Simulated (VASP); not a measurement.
# Bi (R-3m) in VASP: a series of runs, part 2 of 2

VASP 6.6.1.

## (4) Single point, PBEsol (equal xx and yy strain of +2 %)

Contents of INCAR:

```
PREC = Accurate
ENCUT = 520
EDIFF = 1E-6
ISMEAR = -1
SIGMA = 0.03
LREAL = F
LASPH = T
NELM = 100
ALGO = Normal
ISIF = 2
LWAVE = F
LCHARG = F
GGA = PS
NBANDS = 22
```

Contents of KPOINTS:

```
Automatic mesh
0
Gamma
  10 10 10
```

Contents of POSCAR:

```
Bi
1.0
    2.3184596720      1.3385633157      3.9540000000
   -2.3184596720      1.3385633157      3.9540000000
    0.0000000000     -2.6771266314      3.9540000000
Bi
2
Direct
    0.2338900000      0.2338900000      0.2338900000
    0.7661100000      0.7661100000      0.7661100000
```

Potentials or basis: VASP PAW PBE potentials, release 64 (Bi_d).

Launch:

```bash
> cat potpaw_PBE.64/Bi_d/POTCAR > POTCAR
> mpirun -np 1 vasp_std > vasp.out
```

OUTCAR:

```text
PREC = Accurate
   ENCUT = 520
   EDIFF = 1E-6
   ISMEAR = -1
   LREAL = F
   LASPH = T
   NELM = 100
   ISIF = 2
   GGA = PS

 ion  position               nearest neighbor table
   1  0.234  0.234  0.234-   2 3.12   2 3.12   2 3.12   2 3.57   2 3.57   2 3.57
   2  0.766  0.766  0.766-   1 3.12   1 3.12   1 3.12   1 3.57   1 3.57   1 3.57

  LATTYP: Found a trigonal (rhomboedric) cell.
 ALAT       =     4.7750521464
 COS(alpha) =     0.5285096045

  Lattice vectors:

 A1 = (   2.3184596720,   1.3385633157,   3.9540000000)
 A2 = (  -2.3184596720,   1.3385633157,   3.9540000000)
 A3 = (   0.0000000000,  -2.6771266314,   3.9540000000)

Analysis of symmetry for initial positions (statically):
=====================================================================
 Subroutine PRICEL returns:
 Original cell was already a primitive cell.

 Routine SETGRP: Setting up the symmetry group for a
 trigonal (rhombohedral) supercell.

 Subroutine GETGRP returns: Found 12 space group operations
[... 159 lines left out ...]
  ---------------------------------------------------
  free energy    TOTEN  =        -8.57102536 eV

  energy without entropy =       -8.57044424  energy(sigma->0) =       -8.57073480

 E-fermi :   5.5647     XC(G=0):  -9.4949

 val. band max:        5.5410649349   @ k =  -0.4000   0.5000   0.4000
 cond. band min:       5.6775509532   @ k =   0.4000   0.1000   0.1000
 fundamental gap:      0.1364860184
 Fermi energy:         5.5646979359

 k-point     1 :       0.0000    0.0000    0.0000
  band No.  band energies     occupation
      1     -17.1255      2.00000
      2     -17.1255      2.00000
      3     -16.9939      2.00000
      4     -16.9939      2.00000
      5     -16.9767      2.00000
      6     -16.8354      2.00000
[... 589 lines left out ...]
     21      14.6855      0.00000
     22      14.9439      0.00000

 [... further k-points ...]

------------------------ aborting loop because EDIFF is reached ----------------------------------------

  FORCE on cell =-STRESS in cart. coord.  units (eV):
  Direction    XX          YY          ZZ          XY          YZ          ZX
  --------------------------------------------------------------------------------------
  -------------------------------------------------------------------------------------
  Total       -1.2727356     -1.2727356     -0.8535603      0.0000000      0.0000000      0.0000000
  in kB      -27.6963417    -27.6963417    -18.5745543      0.0000000      0.0000000      0.0000000
  external PRESSURE =     -24.6557459 kB  Pullay stress =       0.0000000 kB

 VOLUME and BASIS-vectors are now :
 -----------------------------------------------------------------------------
  energy-cutoff  :      520.00
  volume of cell :       73.63
      direct lattice vectors                 reciprocal lattice vectors
     2.318459672  1.338563316  3.954000000     0.215660426  0.124511605  0.084302816
    -2.318459672  1.338563316  3.954000000    -0.215660426  0.124511605  0.084302816
     0.000000000 -2.677126631  3.954000000     0.000000000 -0.249023210  0.084302816

 POSITION                                       TOTAL-FORCE (eV/Angst)
 -----------------------------------------------------------------------------------
      0.00000      0.00000      2.77440         0.000000     -0.000000     -0.017249
      0.00000      0.00000      9.08760         0.000000      0.000000      0.017249
 -----------------------------------------------------------------------------------
    total drift:                                0.000000     -0.000000      0.000000

  FREE ENERGIE OF THE ION-ELECTRON SYSTEM (eV)
  ---------------------------------------------------
  free  energy   TOTEN  =        -8.5710253571 eV

  energy  without entropy=       -8.5704442413  energy(sigma->0) =       -8.57073480
```

OSZICAR:

```text
N       E                     dE             d eps       ncg     rms          rms(c)
DAV:   1     0.305265228273E+03    0.30527E+03   -0.16124E+04  5122   0.161E+03
DAV:   2     0.172791601930E+02   -0.28799E+03   -0.28090E+03  5164   0.431E+02
DAV:   3    -0.768520528176E+01   -0.24964E+02   -0.24674E+02  6150   0.142E+02
DAV:   4    -0.855009434659E+01   -0.86489E+00   -0.86447E+00  6424   0.291E+01
DAV:   5    -0.858540001742E+01   -0.35306E-01   -0.35305E-01  7298   0.527E+00    0.103E+00
DAV:   6    -0.857491279950E+01    0.10487E-01   -0.21064E-02  6704   0.161E+00    0.608E-01
DAV:   7    -0.857103175568E+01    0.38810E-02   -0.13167E-02  6408   0.130E+00    0.118E-01
DAV:   8    -0.857101483578E+01    0.16920E-04   -0.14308E-03  5982   0.452E-01    0.195E-02
DAV:   9    -0.857102629742E+01   -0.11462E-04   -0.58905E-05  7786   0.584E-02    0.898E-03
DAV:  10    -0.857102535713E+01    0.94029E-06   -0.36443E-06  5140   0.180E-02
   1 F= -.85710254E+01 E0= -.85707348E+01  d E =-.581116E-03
```

stdout:

```text
POSCAR found type information on POSCAR Bi
 POSCAR found :  1 types and       2 ions
 scaLAPACK will be used
 -----------------------------------------------------------------------------
|                                                                             |
|                                                                             |
|     You enforced a specific xc type in the INCAR file but a different       |
|     I HOPE YOU KNOW WHAT YOU ARE DOING!                                     |
|                                                                             |
 -----------------------------------------------------------------------------

 LDA part: xc-table for (Slater+PW92), standard interpolation
 POSCAR, INCAR and KPOINTS ok, starting setup
 FFT: planning ... GRIDC
 FFT: planning ... GRID_SOFT
 FFT: planning ... GRID
 WAVECAR not read
 entering main loop
```

Run time: 95 s. Hardware: 1 thread of Intel Xeon Platinum 8259CL at 2.50GHz (Skylake/Cascade Lake), shared host; peak memory 0.29 GiB.

Results:

| Item | Value |
| --- | --- |
| Free energy | -8.5710 eV |
| Pressure | -2.5 GPa |
| Largest force | 0.017 eV/Å |
| Band gap on the k mesh | zero (bands 15 and 16 overlap by 0.16 eV) |

Forces on the atoms (eV/Å):
```
Bi   0.000  0.000 -0.017
Bi   0.000  0.000  0.017
```

Stress tensor (GPa, compression positive):
```
-2.77  0.00  0.00
 0.00 -2.77  0.00
 0.00  0.00 -1.86
```

Levels at points of the mesh, in eV from the Fermi level:
| k point | band 12 | band 13 | band 14 | band 15 | band 16 | band 17 | band 18 | band 19 |
| --- | --- | --- | --- | --- | --- | --- | --- | --- |
| (0.00, 0.00, 0.00) | -7.55 | -1.17 | -1.12 | -1.12 | 2.51 | 2.97 | 2.97 | 5.77 |
| (0.50, 0.00, 0.00) | -10.33 | -1.09 | -1.03 | -0.20 | -0.18 | 0.71 | 1.10 | 7.59 |
| (0.50, 0.50, 0.00) | -9.37 | -4.36 | -2.71 | -2.70 | 2.47 | 4.84 | 5.31 | 6.52 |
| (0.50, 0.50, 0.50) | -9.72 | -0.97 | -0.54 | -0.54 | 0.69 | 0.71 | 0.71 | 7.02 |

Caveat: the cell differs from its parent crystal (equal xx and yy strain of +2 %); the PAW data sets were made with another functional, which shifts forces and pressure a little; spin-orbit coupling is left out, which moves the levels of the heavy elements.

## (5) Single point, PBEsol (37.51 Å³/atom)

This run uses another cell than the first one, of 37.51 Å³/atom.

Contents of INCAR:

```
SYSTEM = Bi
ALGO = Normal
EDIFF = 1E-6
ENCUT = 520
GGA = PS
ISIF = 2
ISMEAR = -1
LASPH = .TRUE.
LCHARG = .TRUE.
LELF = .TRUE.
LREAL = .FALSE.
LVHAR = .TRUE.
LWAVE = .FALSE.
NBANDS = 22
NELM = 80
PREC = Accurate
SIGMA = 0.03
```

Contents of KPOINTS:

```
k-points
0
G
  10 10 10
  0 0 0
```

Contents of POSCAR:

```
Bi
1.0
    2.3175796175      1.3380552160      4.0315490999
   -2.3175796175      1.3380552160      4.0315490999
    0.0000000000     -2.6761104319      4.0315490999
Bi
2
Direct
    0.2338900000      0.2338900000      0.2338900000
    0.7661100000      0.7661100000      0.7661100000
```

Launch:

```bash
> cat potpaw_PBE.64/Bi_d/POTCAR > POTCAR
> mpirun -np 1 vasp_std > vasp.out
```

Wall time 95 s (1 thread of Intel Xeon Platinum 8259CL at 2.50GHz (Skylake/Cascade Lake), shared host); peak memory 0.29 GiB.

The run converged. Its results:

* Free energy: -8.5519 eV
* Pressure: -3.1 GPa
* Largest force: 0.128 eV/Å
* Band gap on the k mesh: zero (bands 15 and 16 overlap by 0.18 eV)

Forces in eV/Å, atoms in the order of the input:
```
Bi   0.000  0.000 -0.128
Bi   0.000  0.000  0.128
```

Stress tensor (GPa, compression positive):
```
-3.21  0.00  0.00
 0.00 -3.21  0.00
 0.00  0.00 -2.74
```

Levels at points of the mesh, in eV from the Fermi level:
```
           k point  band 11  band 12  band 13  band 14  band 15  band 16  band 17  band 18  band 19  band 20
(0.00, 0.00, 0.00)   -12.65    -7.65    -1.29    -1.05    -1.05     2.46     2.89     2.89     5.67     5.77
(0.50, 0.00, 0.00)   -10.90   -10.30    -1.20    -1.03    -0.24    -0.19     0.62     1.10     7.40     8.27
(0.50, 0.50, 0.00)   -11.01    -9.40    -4.29    -2.72    -2.62     2.47     4.68     5.21     6.30     8.97
(0.50, 0.50, 0.50)   -11.54    -9.72    -0.91    -0.49    -0.49     0.70     0.77     0.77     6.87     8.88
```

Caveat: the cell stands under tension; the PAW data sets were made with another functional, which shifts forces and pressure a little; spin-orbit coupling is left out, which moves the levels of the heavy elements.

## (6) Summary

| cell | gap on the mesh (eV) | pressure (GPa) | largest force (eV/Å) |
| --- | --- | --- | --- |
| a = 4.777 Å, angles 57.2°, 2 atoms | none | -1.6 | 0.03 |
| a = 4.760 Å, angles 57.7°, 2 atoms | none | -1.6 | 0.05 |
| a = 4.775 Å, angles 58.1°, 2 atoms | none | -2.5 | 0.02 |
| a = 4.839 Å, angles 57.2°, 2 atoms | none | -3.1 | 0.13 |

Alike in all rows: task single point; level PBEsol; potentials or basis VASP PAW PBE potentials, release 64 (Bi_d); no spin polarisation; k mesh 10 × 10 × 10; cutoff (eV) 520; smearing fermi-dirac 0.03 eV.

Caveats: the PAW data sets were made with another functional, which shifts forces and pressure a little; spin-orbit coupling is left out, which moves the levels of the heavy elements; the cell stands under tension (at least some runs).

Total energies depend on the potentials used, so only differences within one code and one set of settings carry meaning.

The gap in the log of VASP goes by the Fermi energy; the results here count the filled bands.